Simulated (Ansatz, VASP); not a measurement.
## One calculation of TaSi2, two programs

```
Ta Si
1.0
     4.52282    0.00000    0.00000
    -2.26141    3.91687    0.00000
     0.00000    0.00000    6.88357
Ta Si
3 6
Direct
  0.50000 0.00000 0.50000
  0.50000 0.50000 0.83333
  0.00000 0.50000 0.16667
  0.15927 0.31854 0.50000
  0.84073 0.15927 0.83333
  0.68146 0.84073 0.16667
  0.84073 0.68146 0.50000
  0.15927 0.84073 0.83333
  0.31854 0.15927 0.16667
```

Change from the starting cell: strain -0.050 along x and y, +0.050 along z, atoms carried along.

Alike in both runs: task single point; functional PBEsol; k mesh 12 × 12 × 6; occupations gaussian, width 0.15 eV; no spin polarisation.

|  | VASP | Ansatz |
| --- | --- | --- |
| version | VASP 6.6.1 | Ansatz 0.2.0 |
| potentials or method | VASP PAW PBE potentials, release 64 (Ta_pv, Si), cutoff 520 eV | scalar-relativistic, plane waves, PAW |
| valence electrons in the cell | 57 | 63 |

|  | VASP | Ansatz | Ansatz less VASP |
| --- | --- | --- | --- |
| gap on the k mesh at the Fermi level (eV) | none | none | - |
| pressure (GPa) | 12.8 | 12.4 | -0.43 |
| traceless stress, the component that is largest in VASP (GPa) | -23.44 | -23.41 | +0.031 |
| rms of the force components (eV/Å) | 0.187 | 0.186 | -0.0008 |

VASP's potentials were made for PBE, not for PBEsol. Atom by atom the forces differ by 0.001 eV/Å (rms over components). A gap of «none» marks a metal or a gap that the smearing closes. VASP's potentials hold 57 valence electrons a cell and Ansatz's 63, so a difference there can come from the potentials and not from the codes.

Neither program's run includes spin-orbit coupling.
